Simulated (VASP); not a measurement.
Set up this calculation in VASP 6.6.1, as the native input.

* Task: relaxation of cell and atoms
* Functional: PBE
* Potentials or basis: VASP PAW PBE potentials, release 64 (Ta_pv)
* Cutoff: 600 eV
* k mesh: 6 × 6 × 6
* Occupations: gaussian, width 0.1 eV
* Spin: no spin polarisation
* Dipole correction: no
* Further INCAR settings: ALGO = Normal; EDIFF = 1e-06; IBRION = 2; EDIFFG = -0.04; NSW = 90; ISIF = 3

The structure of Ta lies in POSCAR:

```
Ta
1.0
    2.7280886372      0.0000000000      0.0000000000
    0.0000000000      2.7280886372      0.0000000000
    0.0000000000      0.0000000000      2.8034947116
Ta
1
Direct
    0.5000000000      0.5000000000      0.5000000000
```

These files were run (other wordings do the same):

INCAR

```
SYSTEM = Ta
ALGO = Normal ; EDIFF = 1E-6
EDIFFG = -0.04 ; ENCUT = 600
GGA = PE ; IBRION = 2
ISIF = 3 ; ISMEAR = 0
LASPH = .True. ; LCHARG = .False.
LREAL = .False. ; LWAVE = .False.
NELM = 80 ; NSW = 90
PREC = Accurate ; SIGMA = 0.1
```

KPOINTS

```
k-points
0
Gamma
  6 6 6
  0 0 0
```

Potentials or basis: VASP PAW PBE potentials, release 64 (Ta_pv).

Command:

```sh
$ cat potpaw_PBE.64/Ta_pv/POTCAR > POTCAR
$ mpirun -np 1 vasp_std > vasp.out
```

It gave:

```
Relaxed volume                         : 20.89 Å³/atom
Relaxed cell                           : a = 2.754 Å, b = 2.754 Å, c = 2.754 Å, α = 90.00°, β = 90.00°, γ = 90.00°
Space group after relaxing (to 0.05 Å) : Pm-3m (No. 221)
Energy gained by relaxing              : 6.6 meV/atom
Ionic steps                            : 3
Pressure after relaxing                : -0.1 GPa
```

Caveat: the k points lie up to 0.38 Å⁻¹ apart in the final cell.

Wall time 6.3 s on 1 thread of Intel(R) Xeon(R) 6975P-C (Granite Rapids), with other jobs on the host, peak memory 0.15 GiB.
